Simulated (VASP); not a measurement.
Here is a VASP 6.6.1 calculation.

INCAR

```
SYSTEM = Bi2Se3
ALGO = Normal
EDIFF = 1E-6
ENCUT = 520
GGA = PS
ISIF = 2
ISMEAR = 0
LASPH = .True.
LCHARG = .True.
LELF = .True.
LREAL = Auto
LVHAR = .True.
LWAVE = .False.
NBANDS = 112
NELM = 100
PREC = Accurate
SIGMA = 0.05
```

The input KPOINTS:

```
k-points
0
Gamma
  3 3 3
  0 0 0
```

POSCAR

```
Bi2Se3
1.0
    4.1310746735      7.1552312243      0.0000000000
   -4.1310746735      7.1552312243      0.0000000000
    0.0000000000      4.7701541496      9.5226204388
Bi Se
8 12
Direct
    0.5996675545      0.5996675545      0.2009973365
    0.5996675545      0.0996675545      0.2009973365
    0.0996675545      0.5996675545      0.2009973365
    0.0996675545      0.0996675545      0.2009973365
    0.4003324455      0.4003324455      0.7990026635
    0.4003324455      0.9003324455      0.7990026635
    0.9003324455      0.4003324455      0.7990026635
    0.9003324455      0.9003324455      0.7990026635
    0.0000000000      0.0000000000      0.0000000000
    0.0000000000      0.5000000000      0.0000000000
    0.5000000000      0.0000000000      0.0000000000
    0.5000000000      0.5000000000      0.0000000000
    0.7885254547      0.7885254547      0.6344236360
    0.7885254547      0.2885254547      0.6344236360
    0.2885254547      0.7885254547      0.6344236360
    0.2885254547      0.2885254547      0.6344236360
    0.2114745453      0.2114745453      0.3655763640
    0.2114745453      0.7114745453      0.3655763640
    0.7114745453      0.2114745453      0.3655763640
    0.7114745453      0.7114745453      0.3655763640
```

Potentials or basis: VASP PAW PBE potentials, release 64 (Bi_d, Se).

The run is started by

```console
$ cat potpaw_PBE.64/Bi_d/POTCAR potpaw_PBE.64/Se/POTCAR > POTCAR
$ mpirun -np 1 vasp_std > vasp.out
```

Problem. Predict the largest force.

Solution. 0.040 eV/Å.

Problem. Predict the band gap on the k mesh.

Solution. 0.12 eV.

Problem. Estimate the pressure.

Solution. 0.0 GPa.

Forces in eV/Å, atoms in the order of the input:
```
Bi   0.000  0.000 -0.035
Bi   0.000  0.000 -0.035
Bi   0.000  0.000 -0.035
Bi   0.000  0.000 -0.035
Bi   0.000  0.000  0.035
Bi   0.000  0.000  0.035
Bi   0.000  0.000  0.035
Bi   0.000  0.000  0.035
Se   0.000  0.000  0.000
Se   0.000  0.000  0.000
Se   0.000  0.000  0.000
Se   0.000  0.000  0.000
Se   0.000  0.000 -0.040
Se   0.000  0.000 -0.040
Se   0.000  0.000 -0.040
Se   0.000  0.000 -0.040
Se   0.000  0.000  0.040
Se   0.000  0.000  0.040
Se   0.000  0.000  0.040
Se   0.000  0.000  0.040
```

Caveat: the PAW data sets were made with another functional, which shifts forces and pressure a little; spin-orbit coupling is left out, which moves the levels of the heavy elements. A k mesh can miss the band edges.
